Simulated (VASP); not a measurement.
# C (Fd-3m) in VASP: further runs, part 3 of 3

VASP 6.6.1. The steps go on from the part before.

## (6) Single point, r2SCAN

Contents of POSCAR:

```
C
1.0
    0.0000000000      1.7833800000      1.7833800000
    1.7833800000      0.0000000000      1.7833800000
    1.7833800000      1.7833800000      0.0000000000
C
2
Direct
    0.5000000000      0.5000000000      0.5000000000
    0.7500000000      0.7500000000      0.7500000000
```

Contents of INCAR.step1:

```
PREC     = Accurate       # precision mode
ENCUT    = 910            # plane-wave cutoff, eV
ISMEAR   = 0              # smearing method
SIGMA    = 0.1            # smearing width, eV
LREAL    = F              # projectors in reciprocal space
LASPH    = T              # aspherical terms in the spheres
NELM     = 120            # most SCF steps
NBANDS   = 11             # bands
GGA      = PE             # functional
ALGO     = Normal         # electronic algorithm
EDIFF    = 1E-5           # SCF threshold, eV
LWAVE    = T              # write WAVECAR
LCHARG   = F              # write CHGCAR
GGA_COMPAT= F
```

Contents of INCAR.step2:

```
PREC     = Accurate       # precision mode
ENCUT    = 910            # plane-wave cutoff, eV
EDIFF    = 1E-6           # SCF threshold, eV
ISMEAR   = 0              # smearing method
SIGMA    = 0.1            # smearing width, eV
LREAL    = F              # projectors in reciprocal space
LASPH    = T              # aspherical terms in the spheres
NELM     = 120            # most SCF steps
ALGO     = Normal         # electronic algorithm
ISIF     = 2              # what is computed and relaxed
LWAVE    = F              # write WAVECAR
LCHARG   = F              # write CHGCAR
METAGGA  = R2SCAN         # meta-GGA
LMIXTAU  = T            
NBANDS   = 11             # bands
ISTART   = 1            
GGA_COMPAT= F
```

Contents of KPOINTS:

```
regular mesh
0
Gamma
  12 12 12
```

Potentials or basis: VASP PAW PBE potentials, release 64 (C_h).

Run with:

```bash
> cat potpaw_PBE.64/C_h/POTCAR > POTCAR
> cp INCAR.step1 INCAR
> mpirun -np 1 vasp_std > vasp.out
> cp INCAR.step2 INCAR
> mpirun -np 1 vasp_std > vasp.out
```

OUTCAR:

```text
PREC = Accurate
   ENCUT = 910
   EDIFF = 1E-6
   ISMEAR = 0
   LREAL = F
   LASPH = T
   NELM = 120
   ISIF = 2
   METAGGA = R2SCAN
   ISTART = 1

 ion  position               nearest neighbor table
   1  0.500  0.500  0.500-
   2  0.750  0.750  0.750-

  LATTYP: Found a face centered cubic cell.
 ALAT       =     3.5667600000

  Lattice vectors:

 A1 = (   0.0000000000,   1.7833800000,   1.7833800000)
 A2 = (   1.7833800000,   0.0000000000,   1.7833800000)
 A3 = (   1.7833800000,   1.7833800000,   0.0000000000)

Analysis of symmetry for initial positions (statically):
=====================================================================
 Subroutine PRICEL returns:
 Original cell was already a primitive cell.

 Routine SETGRP: Setting up the symmetry group for a
 face centered cubic supercell.

 Subroutine GETGRP returns: Found 48 space group operations
 (whereof 24 operations were pure point group operations)
 out of a pool of 48 trial point group operations.

The static configuration has the point symmetry T_d .
 The point group associated with its full space group is O_h .

Analysis of symmetry for dynamics (positions and initial velocities):
=====================================================================
 Subroutine PRICEL returns:
 Original cell was already a primitive cell.

 Routine SETGRP: Setting up the symmetry group for a
 face centered cubic supercell.

 Subroutine GETGRP returns: Found 48 space group operations
 (whereof 24 operations were pure point group operations)
 out of a pool of 48 trial point group operations.

The dynamic configuration has the point symmetry T_d .
 The point group associated with its full space group is O_h .

 Subroutine INISYM returns: Found 48 space group operations
 (whereof 24 operations are pure point group operations),
 and found     1 'primitive' translations

[... 115 lines left out ...]
  volume/ion in A,a.u.               =       5.67        38.28
  Fermi-wavevector in a.u.,A,eV,Ry     =   1.457195  2.753699 28.890837  2.123417
  Thomas-Fermi vector in A             =   2.574025
   LORBIT       =      0    0 simple, 1 ext, 2 COOP (PROOUT), +10 PAW based schemes
   METAGGA = R2SCAN    functional components
   LHFCALC =     F    Hartree Fock is set to
   AEXX    =    0.0000 exact exchange contribution
   IVDW    =     0    specifies the selected vdW correction
   LEPSILON=     F    determine dielectric tensor
   LRPA    =     F    only Hartree local field effects (RPA)
 non-spin polarized calculation
 Gauss-broadening in eV      SIGMA  =   0.10
  energy-cutoff  :      910.00
  volume of cell :       11.34
 maximum number of plane-waves:       725
 NGX is ok and might be reduce to    28
   NGX = 13   NGY = 13   NGZ = 13

 number of electron       8.0000000 magnetization

 Free energy of the ion-electron system (eV)
  ---------------------------------------------------
  ext. energy  EPLUGINS =         0.00000000
  ---------------------------------------------------
  free energy    TOTEN  =       -19.71890723 eV

  energy without entropy =      -19.71890723  energy(sigma->0) =      -19.71890723

 E-fermi :  11.4926     XC(G=0): -14.2700

 val. band max:       10.9079974959   @ k =   0.0000   0.0000   0.0000
 cond. band min:      15.2822408740   @ k =   0.3333   0.3333   0.0000
 fundamental gap:      4.3742433781
 Fermi energy:        11.4925714972

 k-point     1 :       0.0000    0.0000    0.0000
  band No.  band energies     occupation
      1     -11.7609      2.00000
      2      10.9080      2.00000
      3      10.9080      2.00000
      4      10.9080      2.00000
      5      16.7870      0.00000
      6      16.7870      0.00000
      7      16.7870      0.00000
      8      24.7602      0.00000
      9      31.3075      0.00000
     10      38.2610      0.00000
     11      38.2610      0.00000
[... 309 lines left out ...]
 k-point    24 :      -0.4167    0.1667    0.0000
  band No.  band energies     occupation
      1      -5.3696      2.00000
      2      -2.2627      2.00000
      3       5.1071      2.00000
      4       7.1140      2.00000
      5      18.8416      0.00000
      6      21.7093      0.00000
      7      22.6492      0.00000
      8      27.3298      0.00000
      9      31.4578      0.00000
     10      36.1644      0.00000
     11      36.9186      0.00000

 [... further k-points ...]
[... 5 lines left out ...]
  --------------------------------------------------------------------------------------
  -------------------------------------------------------------------------------------
  Total       -0.2313249     -0.2313249     -0.2313249     -0.0000000      0.0000000     -0.0000000
  in kB      -32.6716713    -32.6716713    -32.6716713     -0.0000000      0.0000000     -0.0000000
  external PRESSURE =     -32.6716713 kB  Pullay stress =       0.0000000 kB

 VOLUME and BASIS-vectors are now :
 -----------------------------------------------------------------------------
  energy-cutoff  :      910.00
  volume of cell :       11.34
      direct lattice vectors                 reciprocal lattice vectors
     0.000000000  1.783380000  1.783380000    -0.280366495  0.280366495  0.280366495
     1.783380000  0.000000000  1.783380000     0.280366495 -0.280366495  0.280366495
     1.783380000  1.783380000  0.000000000     0.280366495  0.280366495 -0.280366495

 POSITION                                       TOTAL-FORCE (eV/Angst)
 -----------------------------------------------------------------------------------
      1.78338      1.78338      1.78338        -0.000000     -0.000000      0.000000
      2.67507      2.67507      2.67507         0.000000      0.000000      0.000000
 -----------------------------------------------------------------------------------
    total drift:                                0.000000      0.000000     -0.000000

  FREE ENERGIE OF THE ION-ELECTRON SYSTEM (eV)
  ---------------------------------------------------
  free  energy   TOTEN  =       -19.7189072320 eV

  energy  without entropy=      -19.7189072320  energy(sigma->0) =      -19.71890723
```

OSZICAR.step1:

```text
N       E                     dE             d eps       ncg     rms          rms(c)
DAV:   1     0.134256483469E+02    0.13426E+02   -0.66635E+03  1608   0.109E+03
DAV:   2    -0.178672347602E+02   -0.31293E+02   -0.29638E+02  2219   0.171E+02
DAV:   3    -0.188297594544E+02   -0.96252E+00   -0.96019E+00  1903   0.251E+01
DAV:   4    -0.188320976558E+02   -0.23382E-02   -0.23381E-02  1720   0.142E+00
DAV:   5    -0.188321006919E+02   -0.30361E-05   -0.30369E-05  1864   0.518E-02    0.479E+00
DAV:   6    -0.183686844295E+02    0.46342E+00   -0.23792E-01  1665   0.347E+00    0.263E+00
DAV:   7    -0.182115054648E+02    0.15718E+00   -0.29493E-01  1710   0.387E+00    0.356E-01
DAV:   8    -0.182133957664E+02   -0.18903E-02   -0.84753E-03  1683   0.827E-01    0.412E-02
DAV:   9    -0.182134432317E+02   -0.47465E-04   -0.60329E-05  1926   0.684E-02    0.186E-02
DAV:  10    -0.182134610493E+02   -0.17818E-04   -0.14717E-05  1710   0.342E-02    0.251E-03
DAV:  11    -0.182134609019E+02    0.14740E-06   -0.25696E-07   837   0.515E-03
   1 F= -.18213461E+02 E0= -.18213461E+02  d E =-.126900E-13
```

Wall time 2.5 min (1 thread of AMD EPYC 7R43 (Zen 3), shared host); peak memory 0.12 GiB.

Results:

```yaml
Free_energy: -19.7189 eV
Pressure: -3.3 GPa
Band_gap_on_the_k_mesh: 4.37 eV, indirect (least direct gap 5.88 eV)
```

Caveat: the cutoff is under 1.25 times the usual one of these potentials, so pressure, stress and relaxed cells hold a basis-set (Pulay) error; the PAW data sets were made with another functional, which shifts forces and pressure a little. r2SCAN opens gaps a little over a GGA but as a rule still falls short of measured ones.

## (7) Summary

```csv
potentials or basis,cutoff (eV),smearing,second run,gap on the mesh (eV),pressure (GPa)
"VASP PAW PBE potentials, release 64 (C)",520,gaussian 0.1 eV,-,4.34,-1.3
"VASP PAW PBE potentials, release 64 (C)",520,gaussian 0.01 eV,-,4.34,-1.3
"VASP PAW PBE potentials, release 64 (C_h)",910,fermi-dirac 0.001 eV,hard_potentials,4.37,-3.3
"VASP PAW PBE potentials, release 64 (C_h)",910,gaussian 0.1 eV,hard_potentials,4.37,-3.3
```

Alike in all rows: task single point; level r2SCAN; no spin polarisation; cell as given; k mesh 12 × 12 × 12.

Caveats: the PAW data sets were made with another functional, which shifts forces and pressure a little; the cutoff is under 1.25 times the usual one of these potentials, so pressure, stress and relaxed cells hold a basis-set (Pulay) error (some runs).

Total energies depend on the potentials used, so only differences within one code and one set of settings carry meaning.
